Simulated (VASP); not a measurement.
HC6, 14 atoms in the cell. The cell holds a wire or tube with vacuum around it, 14 atoms: a = 4.890 Å, b = 8.870 Å, c = 22.747 Å, α = 90.00°, β = 90.00°, γ = 97.92°. 

| Quantity | Value |
| --- | --- |
| Program | VASP 6.6.1 |
| Task | single point |
| Functional | LDA |
| Potentials or basis | VASP PAW LDA potentials, release 64 (C, H) |
| Cutoff | 520 eV |
| k mesh | 6 × 3 × 1 |
| Occupations | gaussian, width 0.1 eV |
| Spin | no spin polarisation |
| Dipole correction | yes |
| Further INCAR settings | ALGO = Normal; EDIFF = 1e-06; NBANDS = 38 |

Potentials or basis: VASP PAW LDA potentials, release 64 (C, H).

The run is started by

```console
$ cat potpaw_LDA.64/C/POTCAR potpaw_LDA.64/H/POTCAR > POTCAR
$ mpirun -np 1 vasp_std > vasp.out
```

Hardware: 1 thread of Intel Xeon 8259CL (shared host).

**Question.** How long does it take, and how much memory?

**Answer.** It took 32 min on 1 thread of Intel Xeon 8259CL, with other jobs on the host, peak memory 0.75 GiB. Counts: scf iterations 31, k points 10.
